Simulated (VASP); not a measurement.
Write the native input for VASP 6.6.1 that does the following.

```yaml
Task: single point
Functional: PBEsol
Potentials_or_basis: VASP PAW PBE potentials, release 64 (Ru_pv)
Cutoff: 520 eV
k_mesh: 21 × 21 × 12
Occupations: gaussian, width 0.15 eV
Spin: no spin polarisation
Dipole_correction: no
Further_INCAR_settings: ALGO = Fast; EDIFF = 1e-06; NBANDS = 21
```

The structure of Ru lies in POSCAR:

```
Ru
1.0
    2.6019661298      0.0000000000      0.0000000000
   -1.3009830649      2.2533687682      0.0000000000
    0.0000000000      0.0000000000      4.1803187841
Ru
2
Direct
    0.3333333333      0.6666666667      0.2500000000
    0.6666666667      0.3333333333      0.7500000000
```

This cell differs from its parent crystal: volume 12.255 Å^3 an atom, c/a of the conventional cell 1.6066.

These files were run (other wordings do the same):

INCAR

```
PREC = Accurate
ENCUT = 520
EDIFF = 1E-6
ISMEAR = 0
SIGMA = 0.15
LREAL = False
LASPH = True
NELM = 80
ALGO = Fast
ISIF = 2
LWAVE = False
LCHARG = False
GGA = PS
NBANDS = 21
```

KPOINTS

```
regular mesh
0
Gamma
  21 21 12
```

Potentials or basis: VASP PAW PBE potentials, release 64 (Ru_pv).

Command:

```bash
$ cat potpaw_PBE.64/Ru_pv/POTCAR > POTCAR
$ mpirun -np 1 vasp_std > vasp.out
```

Results of the run:

The pressure is 35.3 GPa. The band gap on the k mesh is zero (band 14 reaches 16.53 eV, above the bottom of band 15 at 12.92 eV).

Caveat: the PAW data sets were made with another functional, which shifts forces and pressure a little.

It took 71 s on 1 thread of AMD EPYC 9R45 96-Core Processor (Zen 5), with other jobs on the host, peak memory 0.21 GiB.
